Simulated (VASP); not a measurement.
Hf: single point with PBEsol

Hf:

```
Hf
1.0
     2.66391    0.00000    0.00000
    -1.33195    2.30701    0.00000
     0.00000    0.00000    4.50067
Hf
2
Direct
  0.33333 0.66667 0.25000
  0.66667 0.33333 0.75000
```

* Program: VASP 6.6.1
* Task: single point
* Functional: PBEsol
* Potentials or basis: VASP PAW PBE potentials, release 64 (Hf_pv)
* Cutoff: 520 eV
* k mesh: 14 × 14 × 8
* Occupations: fermi-dirac, width 0.08 eV
* Spin: no spin polarisation
* Dipole correction: no
* k mesh for the DOS: 21 × 21 × 12
* Occupations for the DOS: tetrahedron
* Further INCAR settings: ALGO = Normal; EDIFF = 1e-07

```json
{
 "Valence electrons inside the program's atomic spheres": "Hf 9.60"
}
```

Levels at points of the mesh, in eV from the Fermi level:
```tsv
k point	band 8	band 9	band 10	band 11	band 12	band 13
(0.00, 0.00, 0.00)	-5.41	0.49	1.24	1.24	2.46	2.46
(0.00, 0.00, 0.50)	-5.79	-0.23	-0.23	1.24	1.24	1.24
```

It took 43 s on 1 thread of Intel(R) Xeon(R) 6975P-C (Granite Rapids), on a shared host, peak memory 0.23 GiB.

Caveat: spin-orbit coupling is left out, which moves the levels of the heavy elements.
